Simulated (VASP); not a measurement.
Wanted: the native input for a VASP 6.6.1 run.

```
Task                   : single point
Functional             : PBEsol
Dispersion             : D3(BJ)
Potentials or basis    : VASP PAW PBE potentials, release 64 (C)
Cutoff                 : 520 eV
k mesh                 : 21 × 21 × 8
Occupations            : gaussian, width 0.15 eV
Spin                   : no spin polarisation
Dipole correction      : no
Further INCAR settings : ALGO = Normal; EDIFF = 1e-07; NBANDS = 16
```

The structure of C lies in POSCAR:

```
C
1.0
    2.5564196601      0.0000000000      0.0000000000
   -1.2782098301      2.2139243683      0.0000000000
    0.0000000000      0.0000000000      6.5211709108
C
4
Direct
    0.0000000000      0.0000000000      0.0025000000
    0.0000000000      0.0000000000      0.5025000000
    0.3333333333      0.6666666667      0.0025000000
    0.6666666667      0.3333333333      0.5025000000
```

These files were run (other wordings do the same):

INCAR

```
SYSTEM = C
  PREC = Accurate
  ENCUT = 520
  EDIFF = 1E-7
  ISMEAR = 0
  SIGMA = 0.15
  LREAL = .False.
  LASPH = .True.
  NELM = 60
  ALGO = Normal
  ISIF = 2
  LWAVE = .False.
  LCHARG = .True.
  GGA = PS
  IVDW = 12
  LELF = .True.
  LVHAR = .True.
  NBANDS = 16
```

KPOINTS

```
regular mesh
0
Gamma
  21 21 8
  0 0 0
```

Potentials or basis: VASP PAW PBE potentials, release 64 (C).

Run with:

```sh
$ cat potpaw_PBE.64/C/POTCAR > POTCAR
$ mpirun -np 1 vasp_std > vasp.out
```

It gave:

```yaml
Pressure: -28.7 GPa
Band_gap_on_the_k_mesh: zero (bands 8 and 9 overlap by 0.05 eV)
Dispersion_energy_per_atom: -0.109 eV
```

Caveat: the cell stands under tension; the PAW data sets were made with another functional, which shifts forces and pressure a little.

Wall time 2.6 min on 1 thread of Intel Xeon 8259CL (shared host), peak memory 0.24 GiB.
